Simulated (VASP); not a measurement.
Input of a VASP 6.6.1 run:

INCAR

```
SYSTEM = LaAgSb2
  PREC = Accurate
  ENCUT = 520
  EDIFF = 1E-6
  ISMEAR = -1
  SIGMA = 0.15
  LREAL = .FALSE.
  LASPH = .TRUE.
  NELM = 60
  ALGO = Normal
  ISIF = 2
  LWAVE = .FALSE.
  LCHARG = .TRUE.
  LELF = .TRUE.
  LVHAR = .TRUE.
  NBANDS = 42
```

File KPOINTS:

```
Automatic mesh
0
G
  8 8 4
  0 0 0
```

POSCAR

```
LaAgSb2
1.0
    4.3555236689      0.0000000000      0.0000000000
    0.0000000000      4.3555236689      0.0000000000
    0.0000000000      0.0000000000     10.4904794886
La Ag Sb
2 2 4
Direct
    0.0000000000      0.5000000000      0.2580811053
    0.5000000000      0.0000000000      0.7419188947
    0.0000000000      0.0000000000      0.0000000000
    0.5000000000      0.5000000000      0.0000000000
    0.0000000000      0.5000000000      0.8303745435
    0.5000000000      0.0000000000      0.1696254565
    0.0000000000      0.0000000000      0.5000000000
    0.5000000000      0.5000000000      0.5000000000
```

Potentials or basis: VASP PAW LDA potentials, release 64 (La, Ag, Sb).

Command:

```console
$ cat potpaw_LDA.64/La/POTCAR potpaw_LDA.64/Ag/POTCAR potpaw_LDA.64/Sb/POTCAR > POTCAR
$ mpirun -np 1 vasp_std > vasp.out
```

Question: Estimate the largest force.

Answer: 0.020 eV/Å.

Question: What does it give for the pressure?

Answer: 0.1 GPa.

Question: What does it give for the band gap on the k mesh?

Answer: Zero (bands 32 and 33 overlap by 0.78 eV).

Forces on the atoms (eV/Å):
```
La   0.000  0.000  0.011
La   0.000  0.000 -0.011
Ag   0.000  0.000  0.000
Ag   0.000  0.000  0.000
Sb   0.000  0.000 -0.020
Sb   0.000  0.000  0.020
Sb   0.000  0.000  0.000
Sb   0.000  0.000  0.000
```

Caveat: spin-orbit coupling is left out, which moves the levels of the heavy elements.
